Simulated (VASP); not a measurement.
A run of VASP 6.6.1 is set up as follows.

INCAR

```
PREC = Accurate ; ENCUT = 520
EDIFF = 1E-6 ; ISMEAR = 0
SIGMA = 0.15 ; LREAL = F
LASPH = T ; NELM = 80
ALGO = Normal ; ISIF = 2
LWAVE = F ; LCHARG = F
GGA = PE ; NBANDS = 16
```

The input KPOINTS:

```
Automatic mesh
0
Gamma
  16 16 16
```

POSCAR

```
InAs
1.0
    0.0000000000      3.0469789630      3.1861810476
    3.0469789630      0.0000000000      3.1861810476
    3.0469789630      3.0469789630      0.0000000000
In As
1 1
Direct
    0.0000000000      0.0000000000      0.0000000000
    0.7500000000      0.7500000000      0.7500000000
```

Potentials or basis: VASP PAW PBE potentials, release 64 (In_d, As).

The run is started by

```bash
$ cat potpaw_PBE.64/In_d/POTCAR potpaw_PBE.64/As/POTCAR > POTCAR
$ mpirun -np 1 vasp_std > vasp.out
```

(1) Estimate the pressure.

(2) Predict the band gap on the k mesh.

Results:

(1) 0.0 GPa.

(2) zero (filled and empty bands touch).

Caveat: the cell differs from its parent crystal (strain -0.015 along x and y, +0.030 along z); semilocal functionals underestimate gaps, so a narrow gap can read as zero; spin-orbit coupling is left out, which moves the levels of the heavy elements.
